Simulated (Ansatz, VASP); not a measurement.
**One calculation of Ca2AlO, two programs**

The input INCAR:

```
SYSTEM = Ca2AlO
  ALGO = Normal
  EDIFF = 1E-6
  EDIFFG = -0.04
  ENCUT = 600
  GGA = PE
  IBRION = 2
  ISIF = 3
  ISMEAR = 0
  LASPH = .True.
  LCHARG = .False.
  LREAL = .False.
  LWAVE = .False.
  NELM = 100
  NSW = 90
  PREC = Accurate
  SIGMA = 0.1
```

KPOINTS

```
k-points
0
Gamma
  6 6 2
  0 0 0
```

The input POSCAR:

```
Ca2AlO
1.0
    3.5234397042      0.0000000000      0.0000000000
    0.0000000000      3.5234397042      0.0000000000
    0.0000000000      0.0000000000      8.1395691978
Ca Al O
2 1 1
Direct
    0.0000000000      0.5000000000      0.3305101882
    0.5000000000      0.0000000000      0.6694898118
    0.0000000000      0.0000000000      0.0000000000
    0.5000000000      0.5000000000      0.5000000000
```

Input for Ansatz:

```yaml
crystal:
  lattice:
    - [3.5234397042, 0.0, 0.0]
    - [0.0, 3.5234397042, 0.0]
    - [0.0, 0.0, 8.1395691978]
  atoms:
    - { symbol: Ca, position: [0.0, 0.5, 0.3305101882] }
    - { symbol: Ca, position: [0.5, 0.0, 0.6694898118] }
    - { symbol: Al, position: [0.0, 0.0, 0.0] }
    - { symbol: O, position: [0.5, 0.5, 0.5] }
basis:
  ecutwfc: 420
kpoints:
  mp_grid: { grid: [6, 6, 2] }
hamiltonian:
  xc: pbe
scf:
  occupations: { method: gaussian, width: 0.1 }
  lower_state_search: "off"
output:
  forces: true
  stress: true
  eigenvalues: true
relax:
  adjacent_minimum: "off"
  f_tol: 0.04
  max_steps: 70
  cell: { stress_tol: 0.4 }
```

Change from the starting cell: species swapped into the ZnSnAs2 type (P-4m2, No. 115).

Alike in both runs: task relaxation of cell and atoms; functional PBE; k mesh 6 × 6 × 2; occupations gaussian, width 0.1 eV; no spin polarisation.

```csv
,VASP,Ansatz
version,VASP 6.6.1,Ansatz 0.2.0
potentials or method,"VASP PAW PBE potentials, release 64 (Ca_sv, Al, O), cutoff 600 eV","scalar-relativistic, plane waves, PAW"
valence electrons in the cell,29,29
```

```tsv
	VASP	Ansatz	Ansatz less VASP
gap on the k mesh at the Fermi level, each at its own relaxed structure (eV)	none	none	-
relaxed volume (Å³/atom)	25.28	25.27	-0.010
relaxed length of the cell vector where the two differ most in proportion (Å)	8.011	8.006	-0.0052
```

A gap of «none» marks a metal or a gap that the smearing closes.

The k mesh is coarse, so the values compare programs but aren't converged.
